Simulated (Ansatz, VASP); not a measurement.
AlN: VASP beside Ansatz

```
Al N
1.0
     3.24867    0.00000    0.00000
    -1.62433    2.81343    0.00000
     0.00000    0.00000    4.06665
Al N
2 2
Direct
  0.33333 0.66667 0.76094
  0.66667 0.33333 0.26094
  0.33333 0.66667 0.22893
  0.66667 0.33333 0.72893
```

Change from the starting cell: mode 4 frozen in at -0.086 Å, equal normal strain along x, y and z -0.0083.

Alike in both runs: task single point; functional LDA; k mesh 9 × 9 × 6; occupations gaussian, width 0.05 eV; no spin polarisation.

|  | VASP | Ansatz |
| --- | --- | --- |
| version | VASP 6.6.1 | Ansatz 0.2.0 |
| potentials or method | VASP PAW LDA potentials, release 64 (Al, N), cutoff 520 eV | scalar-relativistic, plane waves, PAW |
| valence electrons in the cell | 16 | 16 |

Ansatz gave:

- gap on the k mesh at the Fermi level (eV): 3.88
- least direct gap on the mesh (eV): 3.88
- pressure (GPa): 7.9
- traceless stress, the component that is largest in VASP (GPa): 5.91
- rms of the force components (eV/Å): 0.339

Question: Which values does VASP return?

Answer: gap on the k mesh at the Fermi level (eV): 3.89; least direct gap on the mesh (eV): 3.89; pressure (GPa): 8.6; traceless stress, the component that is largest in VASP (GPa): 5.89; rms of the force components (eV/Å): 0.353.

Ansatz warns that its potentials were made for another functional, while VASP's fit it. LDA's correlation is that of Perdew and Zunger in VASP and of Perdew and Wang (1992) in Ansatz. Atom by atom the forces differ by 0.014 eV/Å (rms over components).
